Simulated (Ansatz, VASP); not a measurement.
Two plane-wave programs on Si

File POSCAR:

```
Si
1.0
    0.0000000000      2.7221188956      2.6404553288
    2.7221188956      0.0000000000      2.6404553288
    2.7221188956      2.7221188956      0.0000000000
Si
2
Direct
    0.0000000000      0.0000000000      0.0000000000
    0.2500000000      0.2500000000      0.2500000000
```

Contents of INCAR.step1:

```
SYSTEM = Si
PREC     = Accurate       ! precision mode
ENCUT    = 520            ! plane-wave cutoff, eV
EDIFF    = 1E-5           ! SCF threshold, eV
ISMEAR   = 0              ! smearing method
SIGMA    = 0.01           ! smearing width, eV
LREAL    = .False.        ! projectors in reciprocal space
LASPH    = .True.         ! aspherical terms in the spheres
NELM     = 80             ! most SCF steps
ALGO     = Normal         ! electronic algorithm
ISIF     = 2              ! what is computed and relaxed
LWAVE    = .True.         ! write WAVECAR
LCHARG   = .False.        ! write CHGCAR
NBANDS   = 11             ! bands
GGA      = PE             ! functional
```

File INCAR.step2:

```
SYSTEM = Si
PREC     = Accurate       ! precision mode
ENCUT    = 520            ! plane-wave cutoff, eV
EDIFF    = 1E-7           ! SCF threshold, eV
ISMEAR   = 0              ! smearing method
SIGMA    = 0.01           ! smearing width, eV
LREAL    = .False.        ! projectors in reciprocal space
LASPH    = .True.         ! aspherical terms in the spheres
NELM     = 80             ! most SCF steps
ALGO     = Normal         ! electronic algorithm
ISIF     = 2              ! what is computed and relaxed
LWAVE    = .False.        ! write WAVECAR
LCHARG   = .False.        ! write CHGCAR
GGA      = PE             ! functional
LHFCALC  = .True.         ! exact exchange
HFSCREEN = 0.2079         ! screening, 1/A
PRECFOCK = Normal       
NBANDS   = 11             ! bands
ISTART   = 1
```

File KPOINTS:

```
Automatic mesh
0
Gamma
  6 6 6
  0 0 0
```

Input for Ansatz:

```yaml
crystal:
  lattice:
    - [0.0, 2.7221188956, 2.6404553288]
    - [2.7221188956, 0.0, 2.6404553288]
    - [2.7221188956, 2.7221188956, 0.0]
  atoms:
    - { symbol: Si, position: [0.0, 0.0, 0.0] }
    - { symbol: Si, position: [0.25, 0.25, 0.25] }
kpoints:
  mp_grid: { grid: [6, 6, 6] }
  band_path:
    path:
      - [0.0, 0.0, 0.0]
      - [0.5, 0.0, 0.5]
      - [0.625, 0.25, 0.625]
      - [0.375, 0.375, 0.75]
      - [0.5, 0.5, 0.5]
      - [0.5, 0.25, 0.75]
      - [0.419271, 0.419271, 0.0]
    npoints: 1
hamiltonian:
  xc: hse06
scf:
  occupations: { method: fixed }
  n_extra_bands: 4
output:
  forces: true
  stress: true
  eigenvalues: true
```

Change from the starting cell: uniaxial_z strain -3.0%.

Alike in both runs: task single point; functional HSE06; k mesh 6 × 6 × 6; no spin polarisation.

|  | VASP | Ansatz |
| --- | --- | --- |
| version | VASP 6.6.1 | Ansatz 0.2.0 |
| potentials or method | VASP PAW PBE potentials, release 64 (Si) | plane waves, PAW |
| plane-wave cutoff (eV) | 520 | 420 |
| occupations | gaussian, width 0.01 eV | fixed |
| valence electrons in the cell | 8 | 8 |

Ansatz gave:

- gap on the k mesh at the Fermi level (eV): 0.92
- pressure (GPa): 2.9
- traceless stress, the component that is largest in VASP (GPa): 2.04

Which values does VASP return?

gap on the k mesh at the Fermi level (eV): 0.93; pressure (GPa): 2.6; traceless stress, the component that is largest in VASP (GPa): 2.06.

Ansatz's warnings: stress exchange threshold loose, stress scf threshold loose.
